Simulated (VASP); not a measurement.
A run of VASP 6.6.1 is set up as follows.

INCAR

```
PREC = Accurate
ENCUT = 520
EDIFF = 1E-7
ISMEAR = -1
SIGMA = 0.05
LREAL = Auto
LASPH = T
NELM = 100
ALGO = Normal
ISIF = 2
LWAVE = F
LCHARG = F
GGA = PE
IVDW = 12
IBRION = 2
NSW = 45
EDIFFG = -0.08
```

The input KPOINTS:

```
Automatic mesh
0
Gamma
  2 2 2
```

File POSCAR:

```
LiMo16
1.0
    6.3000000000      0.0000000000      0.0000000000
    0.0000000000      6.3000000000      0.0000000000
    0.0000000000      0.0000000000      6.3000000000
Mo Li
16 1
Direct
    0.0000000000      0.0000000000      0.0000000000
    0.5000000000      0.0000000000      0.0000000000
    0.0000000000      0.5000000000      0.0000000000
    0.0000000000      0.0000000000      0.5000000000
    0.2500000000      0.2500000000      0.2500000000
    0.5000000000      0.5000000000      0.0000000000
    0.5000000000      0.0000000000      0.5000000000
    0.7500000000      0.2500000000      0.2500000000
    0.0000000000      0.5000000000      0.5000000000
    0.2500000000      0.7500000000      0.2500000000
    0.2500000000      0.2500000000      0.7500000000
    0.5000000000      0.5000000000      0.5000000000
    0.7500000000      0.7500000000      0.2500000000
    0.7500000000      0.2500000000      0.7500000000
    0.2500000000      0.7500000000      0.7500000000
    0.7500000000      0.7500000000      0.7500000000
    0.8810373000      0.0030314000      0.7468828000
```

Potentials or basis: VASP PAW PBE potentials, release 64 (Mo_sv, Li_sv).

Command:

```bash
$ cat potpaw_PBE.64/Mo_sv/POTCAR potpaw_PBE.64/Li_sv/POTCAR > POTCAR
$ mpirun -np 1 vasp_std > vasp.out
```

Task: What does it give for the dispersion energy per atom?

Result: -0.718 eV.

Task: Estimate the energy gained by relaxing.

Result: 234.3 meV/atom.

Step by step:
```
step  energy change (eV)  largest force (eV/Å)  pressure (GPa)
   1              0.0000                8.9506            6.27
   2             -2.2144                4.4762           12.22
   3             -3.6380                1.4646            6.30
   4             -3.9371                0.4620            5.68
   5             -3.9419                0.5235            5.68
   6             -3.9785                0.2166            6.04
   7             -3.9786                0.1883            6.02
   8             -3.9838                0.0640            5.96
```

Caveat: the k points lie up to 0.50 Å⁻¹ apart; the cutoff is under 1.25 times the usual one of these potentials, so pressure, stress and relaxed cells hold a basis-set (Pulay) error; the relaxation stopped at a loose force limit of 0.08 eV/Å, so its end isn't a converged minimum.
